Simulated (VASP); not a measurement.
Here is a VASP 6.6.1 calculation.

The input INCAR:

```
SYSTEM = TaN
PREC = Accurate ; ENCUT = 520
EDIFF = 1E-6 ; ISMEAR = -1
SIGMA = 0.15 ; LREAL = .FALSE.
LASPH = .TRUE. ; NELM = 60
ALGO = Normal ; ISIF = 2
LWAVE = .FALSE. ; LCHARG = .FALSE.
GGA = PS ; NBANDS = 15
```

File KPOINTS:

```
regular mesh
0
G
  18 18 14
  0 0 0
```

POSCAR

```
TaN
1.0
    2.8922518690      0.0000000000      0.0000000000
   -1.4461259345      2.5047635927      0.0000000000
    0.0000000000      0.0000000000      2.8443969632
Ta N
1 1
Direct
    0.3333333333      0.6666666667      0.5000000000
    0.0000000000      0.0000000000      0.0000000000
```

Potentials or basis: VASP PAW PBE potentials, release 64 (Ta_pv, N).

Run with:

```bash
$ cat potpaw_PBE.64/Ta_pv/POTCAR potpaw_PBE.64/N/POTCAR > POTCAR
$ mpirun -np 1 vasp_std > vasp.out
```

(1) Estimate the band gap on the k mesh.

(2) Predict the pressure.

## Answers

(1) zero (band 8 reaches 8.80 eV, above the bottom of band 9 at 8.45 eV).

(2) 13.0 GPa.

Caveat: the PAW data sets were made with another functional, which shifts forces and pressure a little; spin-orbit coupling is left out, which moves the levels of the heavy elements.
